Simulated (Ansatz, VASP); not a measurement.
**Two plane-wave programs on Mg**

The input POSCAR:

```
Mg
1.0
    3.1877604248      0.0000000000      0.0000000000
   -1.5938802124      2.7606815091      0.0000000000
    0.0000000000      0.0000000000      5.1753304900
Mg
2
Direct
    0.6666666667      0.3333333333      0.7500000000
    0.3333333333      0.6666666667      0.2500000000
```

The input INCAR.step1:

```
PREC = Accurate ; ENCUT = 520
EDIFF = 1E-5 ; ISMEAR = -1
SIGMA = 0.05 ; LREAL = F
LASPH = T ; NELM = 80
ALGO = Normal ; ISIF = 2
LWAVE = T ; LCHARG = F
NBANDS = 9 ; GGA = PE
```

INCAR.step2

```
PREC = Accurate ; ENCUT = 520
EDIFF = 1E-6 ; ISMEAR = -1
SIGMA = 0.05 ; LREAL = F
LASPH = T ; NELM = 80
ALGO = Normal ; ISIF = 2
LWAVE = F ; LCHARG = F
METAGGA = R2SCAN ; LHFCALC = T
AEXX = 0.25 ; LMIXTAU = T
PRECFOCK = Normal ; NBANDS = 9
ISTART = 1
```

File KPOINTS:

```
Automatic mesh
0
Gamma
  5 5 3
```

File input.yaml:

```yaml
crystal:
  lattice:
    - [3.1877604248, 0.0, 0.0]
    - [-1.5938802124, 2.7606815091, 0.0]
    - [0.0, 0.0, 5.17533049]
  atoms:
    - { symbol: Mg, position: [0.6666666667, 0.3333333333, 0.75] }
    - { symbol: Mg, position: [0.3333333333, 0.6666666667, 0.25] }
hamiltonian:
  xc: r2scan0
  pseudopotentials: { kind: paw }
kpoints:
  mp_grid: { grid: [5, 5, 3] }
scf:
  occupations: { method: fermi_dirac, width: 0.05 }
output:
  forces: true
  stress: true
  eigenvalues: true
```

Alike in both runs: task single point; functional r2SCAN0; k mesh 5 × 5 × 3; occupations fermi-dirac, width 0.05 eV; no spin polarisation.

|  | VASP | Ansatz |
| --- | --- | --- |
| version | VASP 6.6.1 | Ansatz 0.2.0 |
| potentials or method | VASP PAW PBE potentials, release 64 (Mg) | Ansatz PAW |
| plane-wave cutoff (eV) | 520 | 500 |
| valence electrons in the cell | 4 | 20 |

```csv
,VASP,Ansatz,Ansatz less VASP
gap on the k mesh at the Fermi level (eV),none,none,-
pressure (GPa),-0.5,-0.1,+0.35
"traceless stress, the component that is largest in VASP (GPa)",0.58,0.61,+0.027
```

VASP's potentials were made for PBE, not for r2SCAN0. A gap of «none» marks a metal or a gap that the smearing closes. VASP's potentials hold 4 valence electrons a cell and Ansatz's 20, so a difference there can come from the potentials and not from the codes.

The k mesh is coarse, so the values compare programs but aren't converged.
